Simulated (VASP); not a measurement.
In: single point with PBE

Crystal: In.

```
In
1.0
    -1.51686    1.51686    1.51686
     1.51686   -1.51686    1.51686
     1.51686    1.51686   -1.51686
In
1
Direct
  0.00000 0.00000 0.00000
```

```
Program                : VASP 6.6.1
Task                   : single point
Functional             : PBE
Potentials or basis    : VASP PAW PBE potentials, release 64 (In_d)
Cutoff                 : 520 eV
k mesh                 : 18 × 18 × 18
Occupations            : fermi-dirac, width 0.08 eV
Spin                   : no spin polarisation
Dipole correction      : no
Further INCAR settings : ALGO = Normal; EDIFF = 1e-06; NBANDS = 12
```

The pressure is 140.5 GPa.

Levels at points of the mesh, in eV from the Fermi level:
```csv
k point,band 4,band 5,band 6,band 7,band 8,band 9
"(0.00, 0.00, 0.00)",-15.92,-15.86,-15.86,13.52,13.52,13.52
"(0.50, 0.00, 0.00)",-15.81,-15.06,-7.14,-3.95,8.27,8.98
"(0.50, 0.50, 0.50)",-15.26,-15.26,0.59,0.59,0.59,6.78
```

It took 21 s on 1 thread of Intel Xeon 6975P-C, with other jobs on the host, peak memory 0.15 GiB.

Caveat: spin-orbit coupling is left out, which moves the levels of the heavy elements.
